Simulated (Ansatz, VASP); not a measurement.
# Sb: VASP beside Ansatz

File INCAR:

```
SYSTEM = Sb
PREC     = Accurate       ! precision mode
ENCUT    = 520            ! plane-wave cutoff, eV
EDIFF    = 1E-8           ! SCF threshold, eV
ISMEAR   = -1             ! smearing method
SIGMA    = 0.05           ! smearing width, eV
LREAL    = .FALSE.        ! projectors in reciprocal space
LASPH    = .TRUE.         ! aspherical terms in the spheres
NELM     = 80             ! most SCF steps
ALGO     = Normal         ! electronic algorithm
ISIF     = 2              ! what is computed and relaxed
LWAVE    = .FALSE.        ! write WAVECAR
LCHARG   = .FALSE.        ! write CHGCAR
GGA      = PS             ! functional
LEFG     = .TRUE.       
NBANDS   = 8              ! bands
```

File KPOINTS:

```
regular mesh
0
G
  19 19 19
  0 0 0
```

The input POSCAR:

```
Sb
1.0
   -1.4999665176      1.4999665176      2.4717056237
    1.4999665176     -1.4999665176      2.4717056237
    1.4999665176      1.4999665176     -2.4717056237
Sb
1
Direct
    0.0000000000      0.0000000000      0.0000000000
```

Input for Ansatz:

```yaml
crystal:
  lattice:
    - [-1.4999665176, 1.4999665176, 2.4717056237]
    - [1.4999665176, -1.4999665176, 2.4717056237]
    - [1.4999665176, 1.4999665176, -2.4717056237]
  atoms:
    - { symbol: Sb, position: [0.0, 0.0, 0.0] }
kpoints:
  mp_grid: { grid: [19, 19, 19] }
scf:
  occupations: { method: fermi_dirac, width: 0.05 }
hamiltonian:
  xc: pbesol
  pseudopotentials: { kind: all_electron, datasets: crystal }
output:
  forces: true
  stress: true
  eigenvalues: true
  efg: { contact_densities: true }
```

Change from the starting cell: volume scaled by 0.99, crystal datasets.

Alike in both runs: task electric field gradients; functional PBEsol; k mesh 19 × 19 × 19; occupations fermi-dirac, width 0.05 eV; no spin polarisation.

|  | VASP | Ansatz |
| --- | --- | --- |
| version | VASP 6.6.1 | Ansatz 0.2.0 |
| potentials or method | VASP PAW PBE potentials, release 64 (Sb), cutoff 520 eV | all-electron PAW with datasets made for the crystal, scalar-relativistic |

|  | VASP | Ansatz | Ansatz less VASP |
| --- | --- | --- | --- |
| pressure (GPa) | 16.7 | 16.5 | -0.23 |
| traceless stress, the component that is largest in VASP (GPa) | -1.59 | -1.47 | +0.124 |
| size of Vzz on the site where it differs most (V/Å²) | 38.5 | 38.9 | +0.39 |

VASP's potentials were made for PBE, not for PBEsol. Ansatz ran all-electron here, and VASP with PAW potentials.

Neither program's run includes spin-orbit coupling.
